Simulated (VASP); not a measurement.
# S (Fm-3m) in VASP: a series of runs, part 2 of 2

VASP 6.6.1. The steps go on from the part before.

## Step 3: Relaxation of cell and atoms, PBEsol, target pressure 140 GPa, at which the enthalpy is minimised

This run uses another cell than the first one, of 8.93 Å³/atom, 1.009 times its volume.

Input file INCAR:

```
PREC = Accurate
ENCUT = 500
EDIFF = 1E-7
ISMEAR = -1
SIGMA = 0.05
LREAL = F
LASPH = T
NELM = 120
ALGO = Normal
ISIF = 3
LWAVE = F
LCHARG = F
GGA = PS
IBRION = 2
NSW = 60
EDIFFG = -0.005
PSTRESS = 1400.0
GGA_COMPAT = F
NELMIN = 4
```

Input file KPOINTS:

```
Automatic mesh
0
Gamma
  19 19 19
```

Input file POSCAR:

```
S
1.0
    0.0000000000      1.6468649580      1.6468649580
    1.6468649580      0.0000000000      1.6468649580
    1.6468649580      1.6468649580      0.0000000000
S
1
Direct
    0.0000000000      0.0000000000      0.0000000000
```

Potentials or basis: VASP PAW PBE potentials, release 64 (S).

On the command line:

```console
$ cat potpaw_PBE.64/S/POTCAR > POTCAR
$ mpirun -np 1 vasp_std > vasp.out
```

OUTCAR:

```text
PREC = Accurate
   ENCUT = 500
   EDIFF = 1E-7
   ISMEAR = -1
   LREAL = F
   LASPH = T
   NELM = 120
   ISIF = 3
   GGA = PS
   IBRION = 2
   NSW = 60
   EDIFFG = -0.005
   PSTRESS = 1400.0
   NELMIN = 4

 ion  position               nearest neighbor table
   1  0.000  0.000  0.000-

  LATTYP: Found a face centered cubic cell.
 ALAT       =     3.2937299160

  Lattice vectors:

 A1 = (   0.0000000000,   1.6468649580,   1.6468649580)
 A2 = (   1.6468649580,   0.0000000000,   1.6468649580)
 A3 = (   1.6468649580,   1.6468649580,   0.0000000000)

Analysis of symmetry for initial positions (statically):
=====================================================================
 Subroutine PRICEL returns:
 Original cell was already a primitive cell.

 Routine SETGRP: Setting up the symmetry group for a
 face centered cubic supercell.

 Subroutine GETGRP returns: Found 48 space group operations
 (whereof 48 operations were pure point group operations)
 out of a pool of 48 trial point group operations.

The static configuration has the point symmetry O_h .

Analysis of symmetry for dynamics (positions and initial velocities):
=====================================================================
 Subroutine PRICEL returns:
 Original cell was already a primitive cell.

 Routine SETGRP: Setting up the symmetry group for a
 face centered cubic supercell.

 Subroutine GETGRP returns: Found 48 space group operations
 (whereof 48 operations were pure point group operations)
 out of a pool of 48 trial point group operations.

The dynamic configuration has the point symmetry O_h .

 Subroutine INISYM returns: Found 48 space group operations
 (whereof 48 operations are pure point group operations),
 and found     1 'primitive' translations

----------------------------------------------------------------------------------------

                                     Primitive cell

  volume of cell :       8.9331

  direct lattice vectors                    reciprocal lattice vectors
     0.000000000  1.646864958  1.646864958    -0.303607164  0.303607164  0.303607164
     1.646864958  0.000000000  1.646864958     0.303607164 -0.303607164  0.303607164
     1.646864958  1.646864958  0.000000000     0.303607164  0.303607164 -0.303607164

  length of vectors
     2.329018759  2.329018759  2.329018759     0.525863034  0.525863034  0.525863034

  position of ions in fractional coordinates (direct lattice)
     0.000000000  0.000000000  0.000000000

  ion indices of the primitive-cell ions
   primitive index   ion index
                 1           1

----------------------------------------------------------------------------------------

 KPOINTS: Automatic mesh

Automatic generation of k-mesh.
 Grid dimensions read from file:
 generate k-points for:   19   19   19

 Generating k-lattice:

  Cartesian coordinates                     Fractional coordinates (reciprocal lattice)
    -0.015979324  0.015979324  0.015979324     0.052631579  0.000000000  0.000000000
     0.015979324 -0.015979324  0.015979324     0.000000000  0.052631579  0.000000000
     0.015979324  0.015979324 -0.015979324     0.000000000  0.000000000  0.052631579

  Length of vectors
     0.027677002  0.027677002  0.027677002

  Shift w.r.t. Gamma in fractional coordinates (k-lattice)
     0.000000000  0.000000000  0.000000000

 Subroutine IBZKPT returns following result:
 ===========================================

 Found    220 irreducible k-points:

 Following reciprocal coordinates:
            Coordinates               Weight
  0.000000  0.000000  0.000000      1.000000
  0.052632  0.000000  0.000000      8.000000
  0.105263  0.000000  0.000000      8.000000
  0.157895  0.000000  0.000000      8.000000
  0.210526  0.000000  0.000000      8.000000
  0.263158  0.000000  0.000000      8.000000
[... 16 lines left out ...]
 -0.315789  0.052632  0.000000     24.000000
 -0.263158  0.052632  0.000000     24.000000
 [... further k-points ...]
   k-points           NKPTS =    220   k-points in BZ     NKDIM =    220   number of bands    NBANDS=      7
   number of dos      NEDOS =    301   number of ions     NIONS =      1
   total plane-waves  NPLWV =   5832
   dimension x,y,z NGX =    18 NGY =   18 NGZ =   18
   dimension x,y,z NGXF=    36 NGYF=   36 NGZF=   36
   ions per type =               1
   NGX,Y,Z   is equivalent  to a cutoff of  12.85, 12.85, 12.85 a.u.
   NGXF,Y,Z  is equivalent  to a cutoff of  25.70, 25.70, 25.70 a.u.
 SYSTEM =  unknown system
   PREC   = accura    normal or accurate (medium, high low for compatibility)
   ISTART =      0    job   : 0-new  1-cont  2-samecut
   ICHARG =      2    charge: 1-file 2-atom 10-const
   ISPIN  =      1    spin polarized calculation?
   LNONCOLLINEAR =      F non collinear calculations
   LSORBIT =      F    spin-orbit coupling
   LASPH  =      T    aspherical Exc in radial PAW
   ENCUT  =  500.0 eV  36.75 Ry    6.06 a.u.   4.25  4.25  4.25*2*pi/ulx,y,z
   NELM   =    120;   NELMIN=  4; NELMDL= -5     # of ELM steps
   EDIFF  = 0.1E-06   stopping-criterion for ELM
   LREAL  =      F    real-space projection
   EDIFFG = -.5E-02   stopping-criterion for IOM
   NSW    =     60    number of steps for IOM
   IBRION =      2    ionic relax: 0-MD 1-quasi-New 2-CG
   NFREE  =      1    steps in history (QN), initial steepest desc. (CG)
   ISIF   =      3    stress and relaxation
   ISYM   =      2    0-nonsym 1-usesym 2-fastsym
   POTIM  = 0.5000    time-step for ionic-motion
   TEBEG  =    0.0;   TEEND  =   0.0 temperature during run
   PSTRESS= 1400.0 pullay stress
   NELECT =       6.0000    total number of electrons
   NUPDOWN=      -1.0000    fix difference up-down
   EMIN   =  10.00;   EMAX   =-10.00  energy-range for DOS
   EFERMI =   0.00;   METHOD = LEGACY
   ISMEAR =    -1;   SIGMA  =   0.05  broadening in eV -4-tet -1-fermi 0-gaus
   EFERMI_NEDOS =   21; number of points for ismear=-14 and -15
   IALGO  =     38    algorithm
   IMIX   =      4    mixing-type and parameters
     AMIX     =   0.40;   BMIX     =  1.00
     AMIX_MAG =   1.60;   BMIX_MAG =  1.00
  volume/ion in A,a.u.               =       8.93        60.28
  Fermi-wavevector in a.u.,A,eV,Ry     =   1.433697  2.709294 27.966585  2.055486
  Thomas-Fermi vector in A             =   2.553186
   LORBIT       =      0    0 simple, 1 ext, 2 COOP (PROOUT), +10 PAW based schemes
   GGA     = PS    functional components
   LHFCALC =     F    Hartree Fock is set to
   AEXX    =    0.0000 exact exchange contribution
   IVDW    =     0    specifies the selected vdW correction
   LEPSILON=     F    determine dielectric tensor
   LRPA    =     F    only Hartree local field effects (RPA)
 conjugate gradient relaxation of ions
 non-spin polarized calculation
  energy-cutoff  :      500.00
  volume of cell :        8.93
 maximum number of plane-waves:       259
 NGX is ok and might be reduce to    18
   NGX =  9   NGY =  9   NGZ =  9

--------------------------------------- Ionic step        1  -------------------------------------------

 number of electron       5.9999998 magnetization

 Free energy of the ion-electron system (eV)
  ---------------------------------------------------
  ext. energy  EPLUGINS =         0.00000000
  ---------------------------------------------------
  free energy    TOTEN  =        -1.67234803 eV

  energy without entropy =       -1.66786363  energy(sigma->0) =       -1.67010583

------------------------ aborting loop because EDIFF is reached ----------------------------------------

  FORCE on cell =-STRESS in cart. coord.  units (eV):
  Direction    XX          YY          ZZ          XY          YZ          ZX
  --------------------------------------------------------------------------------------
  -------------------------------------------------------------------------------------
  Total        7.5219441      7.5219441      7.5219441      0.0000000      0.0000000      0.0000000
  in kB     1349.0769520   1349.0769520   1349.0769520      0.0000000      0.0000000      0.0000000
  external PRESSURE =     -50.9230480 kB  Pullay stress =    1400.0000000 kB
[... 61 lines left out ...]
--------------------------------------- Ionic step        3  -------------------------------------------

 number of electron       5.9999999 magnetization

 Free energy of the ion-electron system (eV)
  ---------------------------------------------------
  ext. energy  EPLUGINS =         0.00000000
  ---------------------------------------------------
  free energy    TOTEN  =        -1.59947362 eV

  energy without entropy =       -1.59501963  energy(sigma->0) =       -1.59724663

 E-fermi :  18.2217     XC(G=0): -14.1486

 val. band max:       18.2041861841   @ k =   0.4211   0.2105   0.0526
 cond. band min:      18.2218656250   @ k =  -0.4737   0.2632   0.0526
 fundamental gap:      0.0176794409
 Fermi energy:        18.2217225237

 k-point     1 :       0.0000    0.0000    0.0000
  band No.  band energies     occupation
      1      -6.4415      2.00000
      2      26.0065      0.00000
      3      26.0065      0.00000
      4      26.0065      0.00000
      5      30.4392      0.00000
      6      30.4392      0.00000
      7      30.4392      0.00000
[... 221 lines left out ...]
 k-point    24 :      -0.2632    0.0526    0.0000
  band No.  band energies     occupation
      1      -3.2902      2.00000
      2      13.2008      2.00000
      3      21.9702      0.00000
      4      24.3197      0.00000
      5      30.9123      0.00000
      6      31.5502      0.00000
      7      31.8734      0.00000

 [... further k-points ...]
[... 5 lines left out ...]
  --------------------------------------------------------------------------------------
  -------------------------------------------------------------------------------------
  Total        7.7278723      7.7278723      7.7278723     -0.0000000     -0.0000000      0.0000000
  in kB     1399.3212531   1399.3212531   1399.3212531     -0.0000000     -0.0000000      0.0000000
  external PRESSURE =      -0.6787469 kB  Pullay stress =    1400.0000000 kB
[... 20 lines left out ...]
  energy  without entropy=       -1.5950196336  energy(sigma->0) =       -1.59724663

  enthalpy is  TOTEN    =         6.1321470850 eV   P V=        7.7316207059

 reached required accuracy - stopping structural energy minimisation
```

OSZICAR:

```text
N       E                     dE             d eps       ncg     rms          rms(c)
DAV:   1     0.722873206309E+01    0.72287E+01   -0.33902E+03  3332   0.742E+02
DAV:   2    -0.160467117854E+01   -0.88334E+01   -0.81596E+01  4627   0.780E+01
DAV:   3    -0.167348644185E+01   -0.68815E-01   -0.67676E-01  3514   0.784E+00
[... 19 lines left out ...]
DAV:   2    -0.160218002353E+01    0.70288E-02   -0.63449E-03  3724   0.751E-01    0.931E-01
DAV:   3    -0.159948526446E+01    0.26948E-02   -0.69682E-03  3143   0.605E-01    0.340E-01
DAV:   4    -0.159947047783E+01    0.14787E-04   -0.44974E-05  4389   0.633E-02    0.135E-01
DAV:   5    -0.159947361938E+01   -0.31415E-05   -0.19704E-06  3801   0.118E-02    0.795E-03
DAV:   6    -0.159947362091E+01   -0.15320E-08   -0.11906E-08  2352   0.139E-03
   3 F= 0.61321471E+01 E0= 0.61343741E+01  d E =-.137670E-02
```

It took 34 s on 1 thread of Intel Xeon 8259CL, shared host; peak memory 0.13 GiB.

Results:

```
Free energy                                            : -1.5995 eV
Relaxed volume                                         : 8.85 Å³/atom
Relaxed cell                                           : a = 2.322 Å, b = 2.322 Å, c = 2.322 Å, α = 60.00°, β = 60.00°, γ = 60.00°
Space group after relaxing (to 0.05 Å)                 : Fm-3m (No. 225)
Energy change on relaxing (the enthalpy is what falls) : +72.9 meV/atom
Ionic steps                                            : 3
Pressure after relaxing                                : 139.9 GPa
Band gap on the k mesh                                 : zero (band 3 reaches 26.01 eV, above the bottom of band 4 at 12.14 eV)
```

Step by step:
```tsv
step	energy change (eV)	largest force (eV/Å)	pressure (GPa)	volume (Å³)
1	0.0000	0.0000	134.91	8.93
2	0.3299	0.0000	157.64	8.57
3	0.0729	0.0000	139.93	8.85
```

Final structure:
```
CELL_PARAMETERS angstrom
0.00000 1.64163 1.64163
1.64163 0.00000 1.64163
1.64163 1.64163 0.00000
ATOMIC_POSITIONS crystal
S 0.00000 0.00000 0.00000
```

Levels at points of the mesh, in eV from the Fermi level:
```csv
k point,band 1,band 2,band 3,band 4,band 5,band 6,band 7
"(0.00, 0.00, 0.00)",-24.66,7.78,7.78,7.78,12.22,12.22,12.22
```

Caveat: the cell is relaxed towards a set pressure, so the enthalpy falls and the energy may rise; the PAW data sets were made with another functional, which shifts forces and pressure a little.
